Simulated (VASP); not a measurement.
**Pb: single point with PBE**

The system is Pb.

```
Pb
1.0
     0.00000    2.44157    2.44157
     2.44157    0.00000    2.44157
     2.44157    2.44157    0.00000
Pb
1
Direct
  0.00000 0.00000 0.00000
```

This cell differs from its parent crystal: volume scaled by 0.96.

```yaml
Program: VASP 6.6.1
Task: single point
Functional: PBE
Potentials_or_basis: VASP PAW PBE potentials, release 64 (Pb_d)
Cutoff: 520 eV
k_mesh: 9 × 9 × 9
Occupations: fermi-dirac, width 0.05 eV
Spin: no spin polarisation
Dipole_correction: no
Further_INCAR_settings: ALGO = Normal; EDIFF = 1e-06; NBANDS = 13
```

| Item | Value |
| --- | --- |
| Pressure | 4.5 GPa |
| Band gap on the k mesh | zero (band 7 reaches 15.49 eV, above the bottom of band 8 at 6.12 eV) |

Levels at points of the mesh, in eV from the Fermi level:
```
           k point  band 5  band 6  band 7  band 8  band 9  band 10
(0.00, 0.00, 0.00)  -16.78  -11.88    7.91    7.91    7.91     9.95
```

Wall time 6 s on 1 thread of Intel(R) Xeon(R) 6975P-C (Granite Rapids), with other jobs on the host, peak memory 0.15 GiB.

Caveat: spin-orbit coupling is left out, which moves the levels of the heavy elements.
